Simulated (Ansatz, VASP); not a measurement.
BaS: VASP beside Ansatz

The input INCAR:

```
SYSTEM = BaS
PREC     = Accurate       ! precision mode
ENCUT    = 520            ! plane-wave cutoff, eV
EDIFF    = 1E-7           ! SCF threshold, eV
ISMEAR   = 0              ! smearing method
SIGMA    = 0.05           ! smearing width, eV
LREAL    = .False.        ! projectors in reciprocal space
LASPH    = .True.         ! aspherical terms in the spheres
NELM     = 80             ! most SCF steps
ALGO     = Normal         ! electronic algorithm
ISIF     = 2              ! what is computed and relaxed
LWAVE    = .False.        ! write WAVECAR
LCHARG   = .False.        ! write CHGCAR
GGA      = PE             ! functional
NBANDS   = 15             ! bands
```

Contents of KPOINTS:

```
regular mesh
0
Gamma
  8 8 8
  0 0 0
```

Contents of POSCAR:

```
BaS
1.0
    0.0000000000      3.1937500000      3.1458437500
    3.1937500000      0.0000000000      3.1458437500
    3.1937500000      3.1937500000      0.0000000000
Ba S
1 1
Direct
    0.0000000000      0.0000000000      0.0000000000
    0.5000000000      0.5000000000      0.5000000000
```

Input for Ansatz:

```yaml
crystal:
  lattice:
    - [0.0, 3.19375, 3.14584375]
    - [3.19375, 0.0, 3.14584375]
    - [3.19375, 3.19375, 0.0]
  atoms:
    - { symbol: Ba, position: [0.0, 0.0, 0.0] }
    - { symbol: S, position: [0.5, 0.5, 0.5] }
basis:
  ecutwfc: 420
kpoints:
  mp_grid: { grid: [8, 8, 8] }
hamiltonian:
  xc: pbe
scf:
  occupations: { method: gaussian, width: 0.05 }
output:
  forces: true
  stress: true
  eigenvalues: true
```

Change from the starting cell: strain -0.0150 x Voigt [0, 0, 1, 0, 0, 0], atoms carried along.

Alike in both runs: task single point; functional PBE; k mesh 8 × 8 × 8; occupations gaussian, width 0.05 eV; no spin polarisation.

|  | VASP | Ansatz |
| --- | --- | --- |
| version | VASP 6.6.1 | Ansatz 0.2.0 |
| potentials or method | VASP PAW PBE potentials, release 64 (Ba_sv, S), cutoff 520 eV | scalar-relativistic, plane waves, PAW |
| valence electrons in the cell | 16 | 16 |

|  | VASP | Ansatz | Ansatz less VASP |
| --- | --- | --- | --- |
| gap on the k mesh at the Fermi level (eV) | 2.04 | 2.14 | +0.105 |
| least direct gap on the mesh (eV) | 2.17 | 2.24 | +0.071 |
| pressure (GPa) | 2.2 | 1.6 | -0.63 |
| traceless stress, the component that is largest in VASP (GPa) | 0.98 | 0.90 | -0.086 |

Spin-orbit coupling is off throughout.
